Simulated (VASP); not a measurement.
A run of VASP 6.6.1 is set up as follows.

INCAR

```
  PREC = Accurate
  ENCUT = 520
  EDIFF = 1E-6
  ISMEAR = -1
  SIGMA = 0.1
  LREAL = Auto
  LASPH = T
  NELM = 60
  ALGO = Normal
  ISIF = 2
  LWAVE = F
  LCHARG = F
  GGA = PE
  NBANDS = 46
```

The input KPOINTS:

```
regular mesh
0
Gamma
  3 2 1
```

The input POSCAR:

```
NaAl18
1.0
    5.7275650000      0.0000000000      0.0000000000
    4.2956740000      7.4403250000      0.0000000000
    0.0000000000      0.0000000000     15.6765370000
Al Na
18 1
Direct
    0.1666665958      0.1111111410      0.0637895984
    0.6666666831      0.1111111410      0.0637895984
    0.1666667458      0.4444444295      0.0637895984
    0.6666666585      0.4444444295      0.0637895984
    0.1666666204      0.7777778524      0.0637895984
    0.6666667077      0.7777778524      0.0637895984
   -0.1647124279      0.2212677538      0.2139068724
    0.3328683187      0.2212824037      0.2136105059
   -0.1659117704      0.5547638040      0.2136996838
    0.3328125630      0.5560469469      0.2143639249
   -0.1677662359      0.8900717375      0.2136631324
    0.3329891779      0.8896396327      0.2134598349
    0.0010498526     -0.0004788769      0.3648967881
    0.4984573035      0.0007773854      0.3640182778
   -0.0000380292      0.3329886799      0.3661413870
    0.5051736713      0.3267310232      0.3615485997
   -0.0081360360      0.6701902135      0.3616292935
    0.5030101358      0.6698028648      0.3614903598
    0.3353754871      0.5542662451      0.5235993128
```

Potentials or basis: VASP PAW PBE potentials, release 64 (Al, Na_pv).

The run is started by

```console
$ cat potpaw_PBE.64/Al/POTCAR potpaw_PBE.64/Na_pv/POTCAR > POTCAR
$ mpirun -np 1 vasp_std > vasp.out
```

What does it give for the largest force?

0.043 eV/Å.

Forces in eV/Å, atoms in the order of the input:
```
Al   0.003 -0.019 -0.039
Al   0.000  0.000 -0.010
Al   0.009 -0.011  0.026
Al  -0.013 -0.004  0.018
Al   0.009  0.018  0.023
Al  -0.008  0.019 -0.008
Al   0.000 -0.001 -0.003
Al   0.000 -0.002 -0.007
Al   0.001  0.001 -0.003
Al   0.001  0.002 -0.004
Al   0.001  0.000 -0.006
Al   0.001  0.001 -0.010
Al   0.000  0.000  0.007
Al   0.000  0.004  0.005
Al  -0.002 -0.001  0.006
Al   0.001 -0.005  0.002
Al   0.001  0.004  0.002
Al  -0.002 -0.001  0.002
Na   0.000 -0.003 -0.001
```

Caveat: the k points lie up to 0.42 Å⁻¹ apart.
